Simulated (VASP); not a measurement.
Here is a VASP 6.6.1 calculation.

Contents of INCAR:

```
SYSTEM = Lu
PREC = Accurate
ENCUT = 520
EDIFF = 1E-6
ISMEAR = -1
SIGMA = 0.1
LREAL = .False.
LASPH = .True.
NELM = 60
ALGO = Normal
ISIF = 2
LWAVE = .False.
LCHARG = .False.
GGA = CA
NBANDS = 32
```

KPOINTS

```
regular mesh
0
Gamma
  4 4 2
  0 0 0
```

The input POSCAR:

```
Lu
1.0
    3.3823924653      0.0000000000      0.0000000000
   -1.6911962327      2.9292378005      0.0000000000
    0.0000000000      0.0000000000      5.2524129119
Lu
2
Direct
    0.3333333333      0.6666666667      0.2500000000
    0.6666666667      0.3333333333      0.7500000000
```

Potentials or basis: VASP PAW PBE potentials, release 64 (Lu).

Run with:

```sh
$ cat potpaw_PBE.64/Lu/POTCAR > POTCAR
$ mpirun -np 1 vasp_std > vasp.out
```

Task: What does it give for the band gap on the k mesh?

Result: Zero (bands 25 and 26 overlap by 1.72 eV).

Task: Predict the pressure.

Result: 1.6 GPa.

Stress tensor (GPa, compression positive):
```
1.19 0.00 0.00
0.00 1.19 0.00
0.00 0.00 2.43
```

Caveat: the k points lie up to 0.60 Å⁻¹ apart, too coarse for converged energies and pressures of a metal; the PAW data sets were made with another functional, which shifts forces and pressure a little; spin-orbit coupling is left out, which moves the levels of the heavy elements.
